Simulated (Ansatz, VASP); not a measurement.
S: VASP beside Ansatz

```
CELL_PARAMETERS angstrom
0.00000 2.81712 2.81712
2.81712 0.00000 2.81712
2.81712 2.81712 0.00000
ATOMIC_POSITIONS crystal
S 0.87500 0.87500 0.87500
S 0.12500 0.12500 0.12500
```

Alike in both runs: functional LDA; k mesh 13 × 13 × 13; occupations fermi-dirac, width 0.05 eV; no spin polarisation.

Ansatz relaxed the structure, and its values are those at the end. VASP's run is a single point on that final structure, the one shown.

|  | VASP | Ansatz |
| --- | --- | --- |
| version | VASP 6.6.1 | Ansatz 0.2.0 |
| potentials or method | VASP PAW LDA potentials, release 64 (S) | PAW with Ansatz's default frozen-core files, scalar-relativistic |
| plane-wave cutoff (eV) | 520 | 420 |
| valence electrons in the cell | 12 | 12 |

|  | VASP | Ansatz | Ansatz less VASP |
| --- | --- | --- | --- |
| pressure (GPa) | 0.0 | 0.0 | -0.01 |

LDA's correlation is that of Perdew and Zunger in VASP and of Perdew and Wang (1992) in Ansatz.
